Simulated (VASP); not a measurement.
Set up this calculation in VASP 6.6.1, as the native input.

```
Task                   : single point
Functional             : PBEsol
Potentials or basis    : VASP PAW PBE potentials, release 64 (Zn, Se)
Cutoff                 : 520 eV
k mesh                 : 6 × 6 × 6
Occupations            : gaussian, width 0.01 eV
Spin                   : no spin polarisation
Dipole correction      : no
Further INCAR settings : ALGO = Normal; EDIFF = 1e-07; NBANDS = 16
```

The structure of ZnSe (Stilleite) lies in POSCAR:

```
ZnSe
1.0
    0.0000000000      2.8893788162      2.8893788162
    2.8893788162      0.0000000000      2.8893788162
    2.8893788162      2.8893788162      0.0000000000
Zn Se
1 1
Direct
    0.0000000000      0.0000000000      0.0000000000
    0.2500000000      0.2500000000      0.2500000000
```

The input as run:

INCAR

```
SYSTEM = ZnSe
  ALGO = Normal
  EDIFF = 1E-7
  ENCUT = 520
  GGA = PS
  ISIF = 2
  ISMEAR = 0
  LASPH = .TRUE.
  LCHARG = .FALSE.
  LREAL = .FALSE.
  LWAVE = .FALSE.
  NBANDS = 16
  NELM = 80
  PREC = Accurate
  SIGMA = 0.01
```

KPOINTS

```
k-points
0
G
  6 6 6
  0 0 0
```

Potentials or basis: VASP PAW PBE potentials, release 64 (Zn, Se).

Command:

```bash
$ cat potpaw_PBE.64/Zn/POTCAR potpaw_PBE.64/Se/POTCAR > POTCAR
$ mpirun -np 1 vasp_std > vasp.out
```

Results of the run:

- Pressure: -4.0 GPa
- Band gap on the k mesh: 0.94 eV, direct

Caveat: the PAW data sets were made with another functional, which shifts forces and pressure a little.

It took 20 s on 1 thread of Intel(R) Xeon(R) Platinum 8259CL CPU @ 2.50GHz (Skylake/Cascade Lake), on a shared host, peak memory 0.16 GiB.
